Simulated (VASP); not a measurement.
# Mo (a cell with a defect) in VASP: single point with PBE

Aim: the single point of Mo (a cell with a defect) with PBE.

All numbers are computed with VASP 6.6.1; they aren't measurements. Logs are shortened: lines on timing, memory, paths and dates and some standing lists are left out, and cuts for length are marked.

## (1) The cell of the first run

The cell holds a defect, 31 atoms: a = 8.942 Å, b = 8.942 Å, c = 8.942 Å, α = 60.00°, β = 60.00°, γ = 60.00°.

## (2) Single point, PBE

Contents of INCAR:

```
ALGO     = Normal         # electronic algorithm
EDIFF    = 1E-6           # SCF threshold, eV
ENCUT    = 400            # plane-wave cutoff, eV
GGA      = PE             # functional
GGA_COMPAT= False        
ISIF     = 2              # what is computed and relaxed
ISMEAR   = 1              # smearing method
LASPH    = True           # aspherical terms in the spheres
LCHARG   = False          # write CHGCAR
LREAL    = Auto         
LWAVE    = False          # write WAVECAR
NBANDS   = 238            # bands
NELM     = 120            # most SCF steps
PREC     = Accurate       # precision mode
SIGMA    = 0.1            # smearing width, eV
```

Contents of KPOINTS:

```
k-points
0
Gamma
  1 1 1
```

Contents of POSCAR:

```
Mo
1.0
    0.0000000000      6.3226243300      6.3226243300
    6.3226243300      0.0000000000      6.3226243300
    6.3226243300      6.3226243300      0.0000000000
Mo
31
Direct
   -0.0006866611     -0.0007238292     -0.0011265101
    0.1248408823      0.1237590531      0.1255323673
    0.2490419196      0.2492423111      0.2488121100
    0.4384024505      0.4366258148      0.4382653239
   -0.0003487476     -0.0012866493      0.5016874061
    0.1243523194      0.1253126801      0.6218104690
    0.2467930907      0.2465890615      0.7534676665
    0.3796255913      0.3803955248      0.8644397824
   -0.0017950616      0.5009102763     -0.0004584331
    0.1261500697      0.6220960308      0.1259025459
    0.2456089306      0.7510689790      0.2463866140
    0.3812223966      0.8653379854      0.3810299133
    0.0099374875      0.4934749935      0.4950550336
    0.1228643297      0.6285087952      0.6279561765
    0.2529223494      0.7484281452      0.7501850106
    0.3734537079      0.8764816966      0.8749109881
    0.5010697828     -0.0019691190      0.0001845753
    0.6217141482      0.1260372210      0.1248903871
    0.7525362495      0.2455836246      0.2467178055
    0.8644792439      0.3811894198      0.3801909420
    0.4931974979      0.0094339782      0.4941902819
    0.6293098075      0.1229906222      0.6292988943
    0.7483906607      0.2528147991      0.7494131792
    0.8764045135      0.3738529093      0.8759257566
    0.4948645272      0.4942249194      0.0108063514
    0.6272389902      0.6279485057      0.1222921780
    0.7499888104      0.7492829326      0.2536004697
    0.8748264504      0.8758038927      0.3736361480
    0.6259067111      0.6249232587      0.6266458029
    0.7502536530      0.7502674131      0.7500039149
    0.8758418516      0.8746266916      0.8766261778
```

Potentials or basis: VASP PAW PBE potentials, release 64 (Mo_sv).

Launch:

```sh
$ cat potpaw_PBE.64/Mo_sv/POTCAR > POTCAR
$ mpirun -np 1 vasp_gam > vasp.out
```

OUTCAR:

```text
EDIFF = 1E-6
   ENCUT = 400
   GGA = PE
   ISIF = 2
   ISMEAR = 1
   LASPH = True
   LREAL = Auto
   NELM = 120
   PREC = Accurate

 ion  position               nearest neighbor table
   1  0.999  0.999  0.999-  31 2.70  16 2.73  24 2.73  28 2.74   2 2.75   6 2.75  10 2.75  18 2.76
                            11 3.12  19 3.12   7 3.13  27 3.16  15 3.16  23 3.16
   2  0.125  0.124  0.126-   7 2.72  19 2.72  11 2.72   3 2.72   5 2.75  17 2.75   1 2.75   9 2.75
                            16 3.15  28 3.15  24 3.15   8 3.23  12 3.24  20 3.24
   3  0.249  0.249  0.249-  18 2.72  10 2.72   2 2.72   6 2.72  12 2.80   8 2.81  20 2.81  21 3.10
                            13 3.10  25 3.10  17 3.16   5 3.16   9 3.16
   4  0.438  0.437  0.438-  22 2.65  26 2.65  19 2.66   7 2.66  14 2.66  11 2.67   8 3.38  20 3.38
                            25 3.39  21 3.40  12 3.40  13 3.40
   5  1.000  0.999  0.502-  14 2.70  22 2.70   6 2.71  31 2.74  28 2.74   2 2.75  12 2.79  20 2.79
                            30 3.15   3 3.16  15 3.17  23 3.17  19 3.17  11 3.18
   6  0.124  0.125  0.622-  13 2.69  21 2.69   5 2.71   3 2.72   7 2.74  23 2.75  15 2.75   1 2.75
                            31 3.16  12 3.17  20 3.17  16 3.18  24 3.18
   7  0.247  0.247  0.753-   4 2.66  16 2.70  24 2.70   2 2.72   6 2.74   8 2.76  14 2.79  22 2.79
                             1 3.13  13 3.13  21 3.14   9 3.16  17 3.17
   8  0.380  0.380  0.864-  15 2.69  23 2.69  25 2.75   7 2.76   9 2.79  17 2.79   3 2.81  29 3.10
                            22 3.12  14 3.12  18 3.18  10 3.18   2 3.23   4 3.38
   9  0.998  0.501  1.000-  26 2.71  14 2.71  24 2.72  31 2.73  10 2.74   2 2.75  20 2.78   8 2.79
                            30 3.15   3 3.16   7 3.16  19 3.17  15 3.18  27 3.18
  10  0.126  0.622  0.126-  25 2.69  11 2.69  13 2.70   3 2.72   9 2.74  15 2.74  27 2.75   1 2.75
                            31 3.16  28 3.17  16 3.17  20 3.18   8 3.18
  11  0.246  0.751  0.246-   4 2.67  10 2.69  28 2.71  16 2.71   2 2.72  14 2.79  26 2.79  12 2.81
                            25 3.11  13 3.12   1 3.12  17 3.18   5 3.18
  12  0.381  0.865  0.381-  27 2.69  15 2.70  21 2.70  17 2.78   5 2.79   3 2.80  11 2.81  29 3.10
                            14 3.13  26 3.14   6 3.17  18 3.17   2 3.24   4 3.40
  13  0.010  0.493  0.495-   6 2.69  10 2.70  20 2.73  24 2.78  14 2.78  28 2.79  29 2.80   3 3.10
[... 23 lines left out ...]
  25  0.495  0.494  0.011-  18 2.69  10 2.69   8 2.75  26 2.76  24 2.79  16 2.79  29 2.80   3 3.10
                            11 3.11  19 3.12  15 3.18  23 3.18  30 3.23   4 3.39
  26  0.627  0.628  0.122-   4 2.65  17 2.70   9 2.71  30 2.72  27 2.74  25 2.76  11 2.79  19 2.79
                            31 3.13  20 3.13  12 3.14  24 3.16  16 3.17
  27  0.750  0.749  0.254-  20 2.69  12 2.69  28 2.71  29 2.72  26 2.74  10 2.75  18 2.75  31 2.75
                             1 3.16  21 3.17  13 3.17  17 3.18   9 3.18
  28  0.875  0.876  0.374-  19 2.70  11 2.71  27 2.71   1 2.74   5 2.74  30 2.75  21 2.79  13 2.79
                             2 3.15  29 3.16  10 3.17  18 3.17  14 3.18  22 3.18
  29  0.626  0.625  0.627-  23 2.72  15 2.72  27 2.72  30 2.72  13 2.80  25 2.80  21 2.81  20 3.10
                            12 3.10   8 3.10  24 3.16  28 3.16  16 3.16
  30  0.750  0.750  0.750-  26 2.72  14 2.72  22 2.72  29 2.72  28 2.75  24 2.75  31 2.75  16 2.75
                             9 3.15   5 3.15  17 3.15  25 3.23  13 3.24  21 3.24
  31  0.876  0.875  0.877-   1 2.70   9 2.73  17 2.74   5 2.74  30 2.75  27 2.75  15 2.75  23 2.76
                            22 3.12  14 3.13  26 3.13   6 3.16  10 3.16  18 3.16

  LATTYP: Found a face centered cubic cell.
 ALAT       =    12.6452486600

  Lattice vectors:

 A1 = (   0.0000000000,   6.3226243300,   6.3226243300)
 A2 = (   6.3226243300,   0.0000000000,   6.3226243300)
 A3 = (   6.3226243300,   6.3226243300,   0.0000000000)

Analysis of symmetry for initial positions (statically):
=====================================================================
 Subroutine PRICEL returns:
 Original cell was already a primitive cell.

 Routine SETGRP: Setting up the symmetry group for a
 face centered cubic supercell.

 Subroutine GETGRP returns: Found  1 space group operations
 (whereof  1 operations were pure point group operations)
 out of a pool of 48 trial point group operations.

The static configuration has the point symmetry C_1 .

Analysis of symmetry for dynamics (positions and initial velocities):
=====================================================================
 Subroutine PRICEL returns:
 Original cell was already a primitive cell.

 Routine SETGRP: Setting up the symmetry group for a
 face centered cubic supercell.

 Subroutine GETGRP returns: Found  1 space group operations
 (whereof  1 operations were pure point group operations)
 out of a pool of 48 trial point group operations.

The dynamic configuration has the point symmetry C_1 .

 Subroutine INISYM returns: Found  1 space group operations
 (whereof  1 operations are pure point group operations),
 and found     1 'primitive' translations
[... 93 lines left out ...]
    -0.079081086  0.079081086  0.079081086     1.000000000  0.000000000  0.000000000
     0.079081086 -0.079081086  0.079081086     0.000000000  1.000000000  0.000000000
     0.079081086  0.079081086 -0.079081086     0.000000000  0.000000000  1.000000000

  Length of vectors
     0.136972459  0.136972459  0.136972459

  Shift w.r.t. Gamma in fractional coordinates (k-lattice)
     0.000000000  0.000000000  0.000000000

 Subroutine IBZKPT returns following result:
 ===========================================

 Found      1 irreducible k-points:

 Following reciprocal coordinates:
            Coordinates               Weight
  0.000000  0.000000  0.000000      1.000000
   k-points           NKPTS =      1   k-points in BZ     NKDIM =      1   number of bands    NBANDS=    238
   number of dos      NEDOS =    301   number of ions     NIONS =     31
   total plane-waves  NPLWV = 216000
   dimension x,y,z NGX =    60 NGY =   60 NGZ =   60
   dimension x,y,z NGXF=   120 NGYF=  120 NGZF=  120
   ions per type =              31
   NGX,Y,Z   is equivalent  to a cutoff of  11.16, 11.16, 11.16 a.u.
   NGXF,Y,Z  is equivalent  to a cutoff of  22.31, 22.31, 22.31 a.u.
 SYSTEM =  unknown system
   PREC   = accura    normal or accurate (medium, high low for compatibility)
   ISTART =      0    job   : 0-new  1-cont  2-samecut
   ICHARG =      2    charge: 1-file 2-atom 10-const
   ISPIN  =      1    spin polarized calculation?
   LNONCOLLINEAR =      F non collinear calculations
   LSORBIT =      F    spin-orbit coupling
   LASPH  =      T    aspherical Exc in radial PAW
   ENCUT  =  400.0 eV  29.40 Ry    5.42 a.u.  14.58 14.58 14.58*2*pi/ulx,y,z
   NELM   =    120;   NELMIN=  2; NELMDL= -5     # of ELM steps
   EDIFF  = 0.1E-05   stopping-criterion for ELM
   LREAL  =      T    real-space projection
   EDIFFG = 0.1E-04   stopping-criterion for IOM
   NSW    =      0    number of steps for IOM
   IBRION =     -1    ionic relax: 0-MD 1-quasi-New 2-CG
   NFREE  =      0    steps in history (QN), initial steepest desc. (CG)
   ISIF   =      2    stress and relaxation
   ISYM   =      2    0-nonsym 1-usesym 2-fastsym
   POTIM  = 0.5000    time-step for ionic-motion
   TEBEG  =    0.0;   TEEND  =   0.0 temperature during run
   PSTRESS=    0.0 pullay stress
   NELECT =     434.0000    total number of electrons
   NUPDOWN=      -1.0000    fix difference up-down
   EMIN   =  10.00;   EMAX   =-10.00  energy-range for DOS
   EFERMI =   0.00;   METHOD = LEGACY
   ISMEAR =     1;   SIGMA  =   0.10  broadening in eV -4-tet -1-fermi 0-gaus
   EFERMI_NEDOS =   21; number of points for ismear=-14 and -15
   IALGO  =     38    algorithm
   IMIX   =      4    mixing-type and parameters
     AMIX     =   0.40;   BMIX     =  1.00
     AMIX_MAG =   1.60;   BMIX_MAG =  1.00
  volume/ion in A,a.u.               =      16.31       110.04
  Fermi-wavevector in a.u.,A,eV,Ry     =   1.555956  2.940331 32.939700  2.421000
  Thomas-Fermi vector in A             =   2.659822
   LORBIT       =      0    0 simple, 1 ext, 2 COOP (PROOUT), +10 PAW based schemes
   GGA     = PE    functional components
   LHFCALC =     F    Hartree Fock is set to
   AEXX    =    0.0000 exact exchange contribution
   IVDW    =     0    specifies the selected vdW correction
   LEPSILON=     F    determine dielectric tensor
   LRPA    =     F    only Hartree local field effects (RPA)
 non-spin polarized calculation
 Methfessel and Paxton  Order N= 1 SIGMA  =   0.10
  energy-cutoff  :      400.00
  volume of cell :      505.50
 maximum number of plane-waves:      4629
 NGX is ok and might be reduce to    60
   NGX = 29   NGY = 29   NGZ = 29

 number of electron     433.9999975 magnetization

 Free energy of the ion-electron system (eV)
  ---------------------------------------------------
  ext. energy  EPLUGINS =         0.00000000
  ---------------------------------------------------
  free energy    TOTEN  =      -346.18709402 eV

  energy without entropy =     -346.14461474  energy(sigma->0) =     -346.17293426

 E-fermi :  11.8327     XC(G=0): -13.0984

 val. band max:       11.8148669298   @ k =   0.0000   0.0000   0.0000
 cond. band min:      11.8483898310   @ k =   0.0000   0.0000   0.0000
 fundamental gap:      0.0335229011
 Fermi energy:        11.8327247316

 k-point     1 :       0.0000    0.0000    0.0000
  band No.  band energies     occupation
      1     -49.2673      2.00000
      2     -49.1531      2.00000
      3     -49.1414      2.00000
      4     -49.1166      2.00000
      5     -49.1001      2.00000
      6     -49.0902      2.00000
[... 221 lines left out ...]
    228      13.2747     -0.00000
    229      13.3038     -0.00000
 [bands above 229 left out]

------------------------ aborting loop because EDIFF is reached ----------------------------------------

  FORCE on cell =-STRESS in cart. coord.  units (eV):
  Direction    XX          YY          ZZ          XY          YZ          ZX
  --------------------------------------------------------------------------------------
  -------------------------------------------------------------------------------------
  Total      -37.0569895    -38.5948538    -35.7361051     -0.7534473     -0.7693468     -0.9105022
  in kB     -117.4515051   -122.3257402   -113.2649842     -2.3880386     -2.4384318     -2.8858214
  external PRESSURE =    -117.6807432 kB  Pullay stress =       0.0000000 kB

 VOLUME and BASIS-vectors are now :
 -----------------------------------------------------------------------------
  energy-cutoff  :      400.00
  volume of cell :      505.50
      direct lattice vectors                 reciprocal lattice vectors
     0.000000000  6.322624330  6.322624330    -0.079081086  0.079081086  0.079081086
     6.322624330  0.000000000  6.322624330     0.079081086 -0.079081086  0.079081086
     6.322624330  6.322624330  0.000000000     0.079081086  0.079081086 -0.079081086

 POSITION                                       TOTAL-FORCE (eV/Angst)
 -----------------------------------------------------------------------------------
     12.63355     12.63378     12.63633         0.002570     -0.019471     -0.005867
      1.57618      1.58302      1.57180        -0.000955     -0.008649     -0.000195
      3.14901      3.14774      3.15046         0.006780     -0.007861      0.001925
      5.53161      5.54284      5.53247         0.031188      0.007433      0.024416
      9.48647      9.49240     12.63491        -0.000040      0.007353      0.019584
      4.72378      4.71771      1.57854        -0.004632     -0.002134      0.012983
[... 23 lines left out ...]
      9.48565      9.48557      9.48723         0.003413     -0.004901      0.000070
     11.07251     11.08020     11.06756         0.001205     -0.019914     -0.001611
 -----------------------------------------------------------------------------------
    total drift:                               -0.002422     -0.001058     -0.002018

  FREE ENERGIE OF THE ION-ELECTRON SYSTEM (eV)
  ---------------------------------------------------
  free  energy   TOTEN  =      -346.1870940190 eV

  energy  without entropy=     -346.1446147411  energy(sigma->0) =     -346.17293426
```

It took 9.9 min on 1 thread of Intel Xeon 8259CL, shared host; peak memory 0.47 GiB.

What came out:

* Free energy: -346.1871 eV
* Pressure: -11.8 GPa
* Largest force: 0.044 eV/Å

Forces in eV/Å, atoms in the order of the input:
```
Mo   0.003 -0.019 -0.006
Mo  -0.001 -0.009  0.000
Mo   0.007 -0.008  0.002
Mo   0.031  0.007  0.024
Mo   0.000  0.007  0.020
Mo  -0.005 -0.002  0.013
Mo  -0.033 -0.023  0.016
Mo   0.003  0.005 -0.005
Mo  -0.003  0.022  0.002
Mo  -0.019  0.018 -0.019
Mo  -0.022  0.018 -0.016
Mo  -0.010 -0.008 -0.010
Mo  -0.009  0.021  0.022
Mo   0.025 -0.018 -0.028
Mo   0.010 -0.004  0.000
Mo   0.008  0.016  0.007
Mo   0.021  0.011  0.007
Mo   0.010 -0.007 -0.008
Mo   0.029 -0.021 -0.021
Mo  -0.009  0.000 -0.004
Mo   0.017  0.002  0.020
Mo  -0.022  0.005 -0.023
Mo  -0.013  0.019 -0.009
Mo  -0.002  0.008 -0.001
Mo   0.014  0.014 -0.012
Mo  -0.026 -0.010  0.027
Mo  -0.009 -0.008  0.005
Mo   0.009  0.016  0.009
Mo  -0.009 -0.026 -0.010
Mo   0.003 -0.005  0.000
Mo   0.001 -0.020 -0.002
```

Stress tensor (GPa, compression positive):
```
-11.75  -0.24  -0.29
 -0.24 -12.23  -0.24
 -0.29  -0.24 -11.33
```

Caveat: the k points lie up to 0.86 Å⁻¹ apart.
